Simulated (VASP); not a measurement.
Write the native input for VASP 6.6.1 that does the following.

```yaml
Task: single point
Functional: LDA
Potentials_or_basis: VASP PAW LDA potentials, release 64 (Si, W_sv)
Cutoff: 520 eV
k_mesh: 6 × 6 × 4
Occupations: gaussian, width 0.1 eV
Spin: no spin polarisation
Dipole_correction: no
Further_INCAR_settings: ALGO = Normal; EDIFF = 1e-06; NBANDS = 43
```

The structure of Si2W lies in POSCAR:

```
Si2W
1.0
    4.5539675841      0.0000000000      0.0000000000
   -2.2769837921      3.9438516159      0.0000000000
    0.0000000000      0.0000000000      6.5696629722
Si W
6 3
Direct
    0.8360443055      0.6720886111      0.5000000000
    0.1639556945      0.8360443055      0.8333333333
    0.6720886111      0.8360443055      0.1666666667
    0.1639556945      0.3279113889      0.5000000000
    0.8360443055      0.1639556945      0.8333333333
    0.3279113889      0.1639556945      0.1666666667
    0.0000000000      0.5000000000      0.1666666667
    0.5000000000      0.5000000000      0.8333333333
    0.5000000000      0.0000000000      0.5000000000
```

These files were run (other wordings do the same):

INCAR

```
  PREC = Accurate
  ENCUT = 520
  EDIFF = 1E-6
  ISMEAR = 0
  SIGMA = 0.1
  LREAL = F
  LASPH = T
  NELM = 100
  ALGO = Normal
  ISIF = 2
  LWAVE = F
  LCHARG = F
  GGA = CA
  NBANDS = 43
```

KPOINTS

```
regular mesh
0
Gamma
  6 6 4
```

Potentials or basis: VASP PAW LDA potentials, release 64 (Si, W_sv).

Run with:

```sh
$ cat potpaw_LDA.64/Si/POTCAR potpaw_LDA.64/W_sv/POTCAR > POTCAR
$ mpirun -np 1 vasp_std > vasp.out
```

It gave:

* Pressure: 0.4 GPa
* Largest force: 0.019 eV/Å
* Band gap on the k mesh: zero (bands 33 and 34 overlap by 0.02 eV)

Caveat: spin-orbit coupling is left out, which moves the levels of the heavy elements.

Run time: 86 s on 1 thread of Intel Xeon 8259CL, with other jobs on the host, peak memory 0.25 GiB.
